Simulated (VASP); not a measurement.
Set up this calculation in VASP 6.6.1, as the native input.

| Item | Value |
| --- | --- |
| Task | single point |
| Functional | PBE |
| Potentials or basis | VASP PAW PBE potentials, release 64 (Cu, I) |
| Cutoff | 520 eV |
| k mesh | 8 × 8 × 8 |
| Occupations | fermi-dirac, width 0.02 eV |
| Spin | no spin polarisation |
| Dipole correction | no |
| Further INCAR settings | ALGO = Normal; EDIFF = 1e-06; NBANDS = 16 |

The structure of CuI lies in POSCAR:

```
CuI
1.0
    0.0000000000      2.9081141140      3.1494793147
    2.9081141140      0.0000000000      3.1494793147
    2.9081141140      2.9081141140      0.0000000000
Cu I
1 1
Direct
    0.0000000000      0.0000000000      0.0000000000
    0.2500000000      0.2500000000      0.2500000000
```

This cell differs from its parent crystal: epitaxial xy strain -3.5%.

The input as run:

INCAR

```
PREC = Accurate
ENCUT = 520
EDIFF = 1E-6
ISMEAR = -1
SIGMA = 0.02
LREAL = False
LASPH = True
NELM = 100
ALGO = Normal
ISIF = 2
LWAVE = False
LCHARG = False
GGA = PE
NBANDS = 16
```

KPOINTS

```
regular mesh
0
Gamma
  8 8 8
```

Potentials or basis: VASP PAW PBE potentials, release 64 (Cu, I).

The run is started by

```console
$ cat potpaw_PBE.64/Cu/POTCAR potpaw_PBE.64/I/POTCAR > POTCAR
$ mpirun -np 1 vasp_std > vasp.out
```

It gave:

```
Pressure               : 2.3 GPa
Band gap on the k mesh : 1.21 eV, direct
```

Caveat: the cell differs from its parent crystal (epitaxial xy strain -3.5%); spin-orbit coupling is left out, which moves the levels of the heavy elements.

It took 31 s on 1 thread of Intel(R) Xeon(R) Platinum 8259CL CPU @ 2.50GHz (Skylake/Cascade Lake), on a shared host, peak memory 0.21 GiB.
